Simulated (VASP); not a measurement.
# LiF (Fm-3m) in VASP: further runs

Runs on LiF. Level: PBE. Tasks: single point.

Program: VASP 6.6.1. These are calculated values, not measurements. Logs are shortened: lines on timing, memory, paths and dates and some standing lists are left out, and cuts for length are marked.

## (1) The cell of the first run

Symmetry: Fm-3m, No. 225, cubic system. The conventional cell has a = 4.069 Å, b = 4.069 Å, c = 4.069 Å, α = 90.00°, β = 90.00°, γ = 90.00°. Li (site symmetry m-3m) has 6 F at 2.03 Å within 2.7 Å. F (site symmetry m-3m) has 6 Li at 2.03 Å within 2.7 Å.

## (2) Single point, PBE

INCAR

```
PREC     = Accurate       # precision mode
ENCUT    = 520            # plane-wave cutoff, eV
EDIFF    = 1E-6           # SCF threshold, eV
ISMEAR   = 0              # smearing method
SIGMA    = 0.1            # smearing width, eV
LREAL    = F              # projectors in reciprocal space
LASPH    = T              # aspherical terms in the spheres
NELM     = 80             # most SCF steps
ALGO     = Normal         # electronic algorithm
ISIF     = 2              # what is computed and relaxed
LWAVE    = F              # write WAVECAR
LCHARG   = F              # write CHGCAR
GGA      = PE             # functional
NBANDS   = 12             # bands
```

KPOINTS

```
regular mesh
0
Gamma
  8 8 8
```

POSCAR

```
LiF
1.0
    0.0000000000      2.0343867978      2.0343867978
    2.0343867978      0.0000000000      2.0343867978
    2.0343867978      2.0343867978      0.0000000000
Li F
1 1
Direct
    0.5000000000      0.5000000000      0.5000000000
    0.0000000000      0.0000000000      0.0000000000
```

Potentials or basis: VASP PAW PBE potentials, release 64 (Li_sv, F).

Started as:

```console
$ cat potpaw_PBE.64/Li_sv/POTCAR potpaw_PBE.64/F/POTCAR > POTCAR
$ mpirun -np 1 vasp_std > vasp.out
```

OUTCAR:

```text
PREC = Accurate
   ENCUT = 520
   EDIFF = 1E-6
   ISMEAR = 0
   LREAL = F
   LASPH = T
   NELM = 80
   ISIF = 2
   GGA = PE

 ion  position               nearest neighbor table
   1  0.500  0.500  0.500-   2 2.03   2 2.03   2 2.03   2 2.03   2 2.03   2 2.03
   2  0.000  0.000  0.000-   1 2.03   1 2.03   1 2.03   1 2.03   1 2.03   1 2.03

  LATTYP: Found a face centered cubic cell.
 ALAT       =     4.0687735956

  Lattice vectors:

 A1 = (   0.0000000000,   2.0343867978,   2.0343867978)
 A2 = (   2.0343867978,   0.0000000000,   2.0343867978)
 A3 = (   2.0343867978,   2.0343867978,   0.0000000000)

Analysis of symmetry for initial positions (statically):
=====================================================================
 Subroutine PRICEL returns:
 Original cell was already a primitive cell.

 Routine SETGRP: Setting up the symmetry group for a
 face centered cubic supercell.

 Subroutine GETGRP returns: Found 48 space group operations
 (whereof 48 operations were pure point group operations)
 out of a pool of 48 trial point group operations.

The static configuration has the point symmetry O_h .

Analysis of symmetry for dynamics (positions and initial velocities):
=====================================================================
 Subroutine PRICEL returns:
 Original cell was already a primitive cell.

 Routine SETGRP: Setting up the symmetry group for a
 face centered cubic supercell.

 Subroutine GETGRP returns: Found 48 space group operations
 (whereof 48 operations were pure point group operations)
 out of a pool of 48 trial point group operations.

The dynamic configuration has the point symmetry O_h .

 Subroutine INISYM returns: Found 48 space group operations
 (whereof 48 operations are pure point group operations),
 and found     1 'primitive' translations

----------------------------------------------------------------------------------------

                                     Primitive cell

  volume of cell :      16.8396

  direct lattice vectors                    reciprocal lattice vectors
     0.000000000  2.034386798  2.034386798    -0.245774304  0.245774304  0.245774304
     2.034386798  0.000000000  2.034386798     0.245774304 -0.245774304  0.245774304
     2.034386798  2.034386798  0.000000000     0.245774304  0.245774304 -0.245774304

  length of vectors
     2.877057401  2.877057401  2.877057401     0.425693582  0.425693582  0.425693582

  position of ions in fractional coordinates (direct lattice)
     0.500000000  0.500000000  0.500000000
[... 89 lines left out ...]
   NELECT =      10.0000    total number of electrons
   NUPDOWN=      -1.0000    fix difference up-down
   EMIN   =  10.00;   EMAX   =-10.00  energy-range for DOS
   EFERMI =   0.00;   METHOD = LEGACY
   ISMEAR =     0;   SIGMA  =   0.10  broadening in eV -4-tet -1-fermi 0-gaus
   EFERMI_NEDOS =   21; number of points for ismear=-14 and -15
   IALGO  =     38    algorithm
   IMIX   =      4    mixing-type and parameters
     AMIX     =   0.40;   BMIX     =  1.00
     AMIX_MAG =   1.60;   BMIX_MAG =  1.00
  volume/ion in A,a.u.               =       8.42        56.82
  Fermi-wavevector in a.u.,A,eV,Ry     =   1.376041  2.600340 25.762471  1.893488
  Thomas-Fermi vector in A             =   2.501322
   LORBIT       =      0    0 simple, 1 ext, 2 COOP (PROOUT), +10 PAW based schemes
   GGA     = PE    functional components
   LHFCALC =     F    Hartree Fock is set to
   AEXX    =    0.0000 exact exchange contribution
   IVDW    =     0    specifies the selected vdW correction
   LEPSILON=     F    determine dielectric tensor
   LRPA    =     F    only Hartree local field effects (RPA)
 non-spin polarized calculation
 Gauss-broadening in eV      SIGMA  =   0.10
  energy-cutoff  :      520.00
  volume of cell :       16.84
 maximum number of plane-waves:       469
 NGX is ok and might be reduce to    24
   NGX = 11   NGY = 11   NGZ = 11

 number of electron      10.0000000 magnetization

 number of electron       9.9999992 magnetization

 Free energy of the ion-electron system (eV)
  ---------------------------------------------------
  ext. energy  EPLUGINS =         0.00000000
  ---------------------------------------------------
  free energy    TOTEN  =        -9.64094237 eV

  energy without entropy =       -9.64094237  energy(sigma->0) =       -9.64094237

 E-fermi :  -0.7796     XC(G=0):  -9.8361

 val. band max:       -1.1975858168   @ k =   0.0000   0.0000   0.0000
 cond. band min:       7.6263850005   @ k =   0.0000   0.0000   0.0000
 fundamental gap:      8.8239708173
 Fermi energy:        -0.7796183069

 k-point     1 :       0.0000    0.0000    0.0000
  band No.  band energies     occupation
      1     -42.1884      2.00000
      2     -21.0903      2.00000
      3      -1.1976      2.00000
      4      -1.1976      2.00000
      5      -1.1976      2.00000
      6       7.6264      0.00000
      7      22.3711      0.00000
      8      22.3711      0.00000
      9      22.3711      0.00000
     10      22.8286      0.00000
     11      22.8286      0.00000
     12      22.8286      0.00000
[... 331 lines left out ...]
 k-point    24 :      -0.3750    0.2500    0.1250
  band No.  band energies     occupation
      1     -42.1299      2.00000
      2     -20.5700      2.00000
      3      -3.4355      2.00000
      4      -2.3696      2.00000
      5      -1.6576      2.00000
      6      11.1175      0.00000
      7      14.2721      0.00000
      8      17.4827      0.00000
      9      17.6166      0.00000
     10      25.9749      0.00000
     11      27.0671      0.00000
     12      32.4678      0.00000

 [... further k-points ...]

------------------------ aborting loop because EDIFF is reached ----------------------------------------

  FORCE on cell =-STRESS in cart. coord.  units (eV):
  Direction    XX          YY          ZZ          XY          YZ          ZX
  --------------------------------------------------------------------------------------
  -------------------------------------------------------------------------------------
  Total       -0.0523430     -0.0523430     -0.0523430      0.0000000      0.0000000      0.0000000
  in kB       -4.9801025     -4.9801025     -4.9801025      0.0000000      0.0000000      0.0000000
  external PRESSURE =      -4.9801025 kB  Pullay stress =       0.0000000 kB

 VOLUME and BASIS-vectors are now :
 -----------------------------------------------------------------------------
  energy-cutoff  :      520.00
  volume of cell :       16.84
      direct lattice vectors                 reciprocal lattice vectors
     0.000000000  2.034386798  2.034386798    -0.245774304  0.245774304  0.245774304
     2.034386798  0.000000000  2.034386798     0.245774304 -0.245774304  0.245774304
     2.034386798  2.034386798  0.000000000     0.245774304  0.245774304 -0.245774304

 POSITION                                       TOTAL-FORCE (eV/Angst)
 -----------------------------------------------------------------------------------
      2.03439      2.03439      2.03439        -0.000000      0.000000      0.000000
      0.00000      0.00000      0.00000         0.000000     -0.000000     -0.000000
 -----------------------------------------------------------------------------------
    total drift:                                0.000000     -0.000000     -0.000000

  FREE ENERGIE OF THE ION-ELECTRON SYSTEM (eV)
  ---------------------------------------------------
  free  energy   TOTEN  =        -9.6409423728 eV

  energy  without entropy=       -9.6409423728  energy(sigma->0) =       -9.64094237
```

stdout:

```text
POSCAR found type information on POSCAR LiF
 POSCAR found :  2 types and       2 ions
 scaLAPACK will be used
 LDA part: xc-table for (Slater+PW92), standard interpolation
 POSCAR, INCAR and KPOINTS ok, starting setup
 FFT: planning ... GRIDC
 FFT: planning ... GRID_SOFT
 FFT: planning ... GRID
 WAVECAR not read
 entering main loop
```

Wall time 6.4 s (1 thread of Intel Xeon Platinum 8488C (Sapphire Rapids), shared host); peak memory 0.13 GiB.

Results:

* Free energy: -9.6409 eV
* Band gap on the k mesh: 8.82 eV, direct

Caveat: the cutoff is under 1.25 times the usual one of these potentials, so pressure, stress and relaxed cells hold a basis-set (Pulay) error. A k mesh can miss the band edges.

## (3) Single point, PBE

INCAR

```
SYSTEM = LiF
  PREC = Accurate
  ENCUT = 520
  EDIFF = 1E-6
  ISMEAR = 0
  SIGMA = 0.02
  LREAL = .FALSE.
  LASPH = .TRUE.
  NELM = 100
  ALGO = Normal
  ISIF = 2
  LWAVE = .FALSE.
  LCHARG = .FALSE.
  GGA = PE
  NBANDS = 12
```

KPOINTS

```
regular mesh
0
G
  10 10 10
  0 0 0
```

POSCAR is that of step 2.

Potentials or basis: VASP PAW PBE potentials, release 64 (Li_sv, F).

Started as:

```console
$ cat potpaw_PBE.64/Li_sv/POTCAR potpaw_PBE.64/F/POTCAR > POTCAR
$ mpirun -np 1 vasp_std > vasp.out
```

Wall time 7.9 s (1 thread of Intel Xeon Platinum 8488C (Sapphire Rapids), shared host); peak memory 0.13 GiB.

The run converged. Its results:

```yaml
Free_energy: -9.6410 eV
Band_gap_on_the_k_mesh: 8.82 eV, direct
```

Levels at points of the mesh, in eV from the valence-band top:
| k point | band 1 | band 2 | band 3 | band 4 | band 5 | band 6 | band 7 | band 8 | band 9 | band 10 |
| --- | --- | --- | --- | --- | --- | --- | --- | --- | --- | --- |
| (0.00, 0.00, 0.00) | -40.99 | -19.89 | 0.00 | 0.00 | 0.00 | 8.82 | 23.57 | 23.57 | 23.57 | 24.03 |
| (0.50, 0.00, 0.00) | -40.94 | -19.48 | -2.43 | -0.22 | -0.22 | 10.61 | 16.38 | 18.65 | 18.65 | 29.82 |
| (0.50, 0.50, 0.00) | -40.93 | -19.24 | -2.88 | -0.95 | -0.95 | 14.53 | 16.33 | 17.09 | 19.88 | 19.88 |

Caveat: the cutoff is under 1.25 times the usual one of these potentials, so pressure, stress and relaxed cells hold a basis-set (Pulay) error. PBE gaps usually lie below the measured ones, often by a third to a half.
